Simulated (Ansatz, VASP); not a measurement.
# Two plane-wave programs on InP

File POSCAR:

```
InP
1.0
    0.0000000000      2.9538133482      2.9538133482
    2.9538133482      0.0000000000      2.9538133482
    2.9538133482      2.9538133482      0.0000000000
In P
1 1
Direct
    0.0000000000      0.0000000000      0.0000000000
    0.2500000000      0.2500000000      0.2500000000
```

INCAR.step1

```
SYSTEM = InP
  ALGO = Normal
  EDIFF = 1E-4
  ENCUT = 520
  GGA = PE
  ISMEAR = 0
  LASPH = .True.
  LCHARG = .False.
  LREAL = .False.
  LWAVE = .True.
  NBANDS = 16
  NELM = 80
  PREC = Accurate
  SIGMA = 0.01
```

File INCAR.step2:

```
SYSTEM = InP
  ALGO = Normal
  EDIFF = 1E-6
  ENCUT = 520
  ISIF = 2
  ISMEAR = 0
  ISTART = 1
  LASPH = .True.
  LCHARG = .False.
  LMIXTAU = .True.
  LREAL = .False.
  LWAVE = .False.
  METAGGA = R2SCAN
  NBANDS = 16
  NELM = 80
  PREC = Accurate
  SIGMA = 0.01
```

File KPOINTS:

```
k-points
0
Gamma
  8 8 8
  0 0 0
```

Input for Ansatz:

```yaml
crystal:
  lattice:
    - [0.0, 2.9538133482, 2.9538133482]
    - [2.9538133482, 0.0, 2.9538133482]
    - [2.9538133482, 2.9538133482, 0.0]
  atoms:
    - { symbol: In, position: [0.0, 0.0, 0.0] }
    - { symbol: P, position: [0.25, 0.25, 0.25] }
kpoints:
  mp_grid: { grid: [8, 8, 8] }
  band_path:
    path:
      - [0.0, 0.0, 0.0]
      - [-0.5, -0.5, 0.0]
      - [-0.375, -0.375, 0.25]
      - [-0.375, 0.0, 0.375]
      - [0.0, 0.0, 0.5]
      - [-0.5, -0.25, 0.25]
    npoints: 1
hamiltonian:
  xc: r2scan
scf:
  occupations: { method: fixed }
  n_extra_bands: 4
output:
  forces: true
  stress: true
  eigenvalues: true
```

Alike in both runs: task single point; functional r2SCAN; k mesh 8 × 8 × 8; no spin polarisation.

```csv
,VASP,Ansatz
version,VASP 6.6.1,Ansatz 0.2.0
potentials or method,"VASP PAW PBE potentials, release 64 (In_d, P)","plane waves, PAW"
plane-wave cutoff (eV),520,500
occupations,"gaussian, width 0.01 eV",fixed
valence electrons in the cell,18,18
```

VASP gave:

* gap on the k mesh at the Fermi level (eV): 1.03
* pressure (GPa): -0.1

Task: Estimate Ansatz's values.

Result: gap on the k mesh at the Fermi level (eV): 1.03; pressure (GPa): 0.0.

VASP's potentials were made for PBE, not for r2SCAN.
